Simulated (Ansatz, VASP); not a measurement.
## One calculation of Rb, two programs

The input INCAR:

```
SYSTEM = Rb
PREC     = Accurate       ! precision mode
ENCUT    = 520            ! plane-wave cutoff, eV
EDIFF    = 1E-7           ! SCF threshold, eV
ISMEAR   = -1             ! smearing method
SIGMA    = 0.05           ! smearing width, eV
LREAL    = .FALSE.        ! projectors in reciprocal space
LASPH    = .TRUE.         ! aspherical terms in the spheres
NELM     = 80             ! most SCF steps
ALGO     = Normal         ! electronic algorithm
ISIF     = 2              ! what is computed and relaxed
LWAVE    = .FALSE.        ! write WAVECAR
LCHARG   = .FALSE.        ! write CHGCAR
GGA      = PS             ! functional
NBANDS   = 16             ! bands
```

KPOINTS

```
regular mesh
0
G
  10 10 6
  0 0 0
```

POSCAR

```
Rb
1.0
    4.4296916510      0.0000000000      0.0000000000
   -2.2148458254      3.8362255007      0.0000000000
    0.0000000000      0.0000000000      7.1761004744
Rb
2
Direct
    0.3333333333      0.6666666667      0.2500000000
    0.6666666667      0.3333333333      0.7500000000
```

Input for Ansatz:

```yaml
crystal:
  lattice:
    - [4.429691651, 0.0, 0.0]
    - [-2.2148458254, 3.8362255007, 0.0]
    - [0.0, 0.0, 7.1761004744]
  atoms:
    - { symbol: Rb, position: [0.3333333333, 0.6666666667, 0.25] }
    - { symbol: Rb, position: [0.6666666667, 0.3333333333, 0.75] }
kpoints:
  mp_grid: { grid: [10, 10, 6] }
scf:
  occupations: { method: fermi_dirac, width: 0.05 }
hamiltonian:
  xc: pbesol
  pseudopotentials: { kind: all_electron, lapw: { basis_error: 0.001 } }
output:
  forces: true
  stress: true
  eigenvalues: true
  populations: true
```

Change from the starting cell: volume scaled by 0.7, LAPW.

Alike in both runs: task single point; functional PBEsol; k mesh 10 × 10 × 6; occupations fermi-dirac, width 0.05 eV; no spin polarisation.

|  | VASP | Ansatz |
| --- | --- | --- |
| version | VASP 6.6.1 | Ansatz 0.2.0 |
| potentials or method | VASP PAW PBE potentials, release 64 (Rb_sv), cutoff 520 eV | all-electron LAPW, scalar-relativistic |

|  | VASP | Ansatz | Ansatz less VASP |
| --- | --- | --- | --- |
| pressure (GPa) | 2.0 | 2.0 | 0.00 |

VASP's potentials were made for PBE, not for PBEsol. Ansatz ran all-electron here, and VASP with PAW potentials.
